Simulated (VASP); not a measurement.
LiNbO3: single point with PBE

The system is LiNbO3.

```
CELL_PARAMETERS angstrom
2.55278 1.47385 4.59589
-2.55278 1.47385 4.59589
0.00000 -2.94770 4.59589
ATOMIC_POSITIONS crystal
Li 0.28159 0.28159 0.28159
Li 0.78159 0.78159 0.78159
Nb 0.00049 0.00049 0.00049
Nb 0.50049 0.50049 0.50049
O 0.11046 0.35803 0.72110
O 0.72110 0.11046 0.35803
O 0.35803 0.72110 0.11046
O 0.22110 0.85803 0.61046
O 0.85803 0.61046 0.22110
O 0.61046 0.22110 0.85803
```

```yaml
Program: VASP 6.6.1
Task: single point
Functional: PBE
Potentials_or_basis: VASP PAW PBE potentials, release 64 (Li_sv, Nb_sv, O)
Cutoff: 520 eV
k_mesh: 6 × 6 × 6
Occupations: gaussian, width 0.05 eV
Spin: no spin polarisation
```

- Largest force: 0.704 eV/Å
- Band gap on the k mesh: 3.79 eV (least direct gap 3.81 eV)

Forces in eV/Å, atoms in the order of the input:
```
Li   0.000  0.000  0.005
Li   0.000  0.000  0.005
Nb   0.000  0.000 -0.590
Nb   0.000  0.000 -0.590
O   -0.436  0.517  0.195
O   -0.230 -0.636  0.195
O    0.666  0.119  0.195
O   -0.666  0.119  0.195
O    0.436  0.517  0.195
O    0.230 -0.636  0.195
```

Levels at points of the mesh, in eV from the valence-band top:
```tsv
k point	band 30	band 31	band 32	band 33	band 34	band 35	band 36	band 37	band 38	band 39
(0.00, 0.00, 0.00)	-0.72	-0.72	-0.48	-0.01	-0.01	3.80	3.80	4.30	5.43	5.43
(0.50, 0.00, 0.00)	-0.47	-0.30	-0.30	-0.21	-0.21	4.08	4.08	4.94	4.94	5.18
(0.50, 0.50, 0.00)	-0.99	-0.72	-0.62	-0.46	-0.20	3.90	4.35	4.83	4.90	5.50
(0.50, 0.50, 0.50)	-0.61	-0.32	-0.32	-0.32	-0.32	4.86	4.86	5.08	5.08	5.08
```

It took 6.7 min on 1 thread of Intel Xeon 8259CL (shared host), peak memory 0.32 GiB.

 A k mesh can miss the band edges.
